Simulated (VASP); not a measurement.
AlN: vibrations by perturbation theory with PBE

AlN:

```
CELL_PARAMETERS angstrom
0.00000 2.20159 2.20159
2.20159 0.00000 2.20159
2.20159 2.20159 0.00000
ATOMIC_POSITIONS crystal
Al 0.00000 0.00000 0.00000
N 0.75000 0.75000 0.75000
```

```json
{
  "Program": "VASP 6.6.1",
  "Task": "vibrations by perturbation theory",
  "Functional": "PBE",
  "Potentials or basis": "VASP PAW PBE potentials, release 64 (Al, N)",
  "Cutoff": "520 eV",
  "k mesh": "10 × 10 × 10",
  "Occupations": "gaussian, width 0.01 eV",
  "Spin": "no spin polarisation",
  "Dipole correction": "no",
  "Further INCAR settings": "ALGO = Normal; EDIFF = 1e-08; IBRION = 8; NSW = 1"
}
```

* Electronic dielectric tensor (diagonal): 4.62
* Born charges (mean of the diagonal): Al +2.54; N -2.54 e
* Highest phonon frequency at Γ, LO-TO splitting left out: 636 cm⁻¹

Phonon frequencies in cm⁻¹ (negative: imaginary):
```csv
q point,frequencies
"(0.000, 0.000, 0.000)",0 0 0 636 636 636
```

Electronic dielectric tensor:
```
4.62 0.00 0.00
0.00 4.62 0.00
0.00 0.00 4.62
```

Born effective charge tensors (e):
atom 1, Al
```
2.54 0.00 0.00
0.00 2.54 0.00
0.00 0.00 2.54
```
atom 2, N
```
-2.54  0.00  0.00
 0.00 -2.54  0.00
 0.00  0.00 -2.54
```

Run time: 8 min on 1 thread of AMD EPYC 7R13 (shared host), peak memory 0.18 GiB.
